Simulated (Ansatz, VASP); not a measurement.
**Two plane-wave programs on BaCdCl4**

```
Ba Cd Cl
1.0
    -3.45817    3.45817    4.04000
     3.45817   -3.45817    4.04000
     3.45817    3.45817   -4.04000
Ba Cd Cl
1 1 4
Direct
  0.50000 0.50000 0.00000
  0.00000 0.00000 0.00000
  0.97348 0.38633 0.99890
  0.38743 0.97458 0.00110
  0.61367 0.61257 0.58715
  0.02542 0.02652 0.41285
```

Alike in both runs: functional PBE; k mesh 3 × 3 × 3; occupations gaussian, width 0.15 eV; no spin polarisation.

Ansatz relaxed the structure, and its values are those at the end. VASP's run is a single point on that final structure, the one shown.

```csv
,VASP,Ansatz
version,VASP 6.6.1,Ansatz 0.2.0
potentials or method,"VASP PAW PBE potentials, release 64 (Ba_sv, Cd, Cl), cutoff 520 eV","scalar-relativistic, plane waves, PAW"
valence electrons in the cell,50,58
```

|  | VASP | Ansatz | Ansatz less VASP |
| --- | --- | --- | --- |
| gap on the k mesh at the Fermi level (eV) | 3.76 | 3.75 | -0.013 |
| least direct gap on the mesh (eV) | 3.87 | 3.85 | -0.016 |
| pressure (GPa) | 0.3 | 0.0 | -0.26 |
| rms of the force components (eV/Å) | 0.023 | 0.018 | -0.0050 |

The functional is the same, so the differences come from potentials, cutoffs and numerics. VASP's potentials hold 50 valence electrons a cell and Ansatz's 58, so a difference there can come from the potentials and not from the codes.

The k mesh is coarse, so the values compare programs but aren't converged. Neither program's run includes spin-orbit coupling.
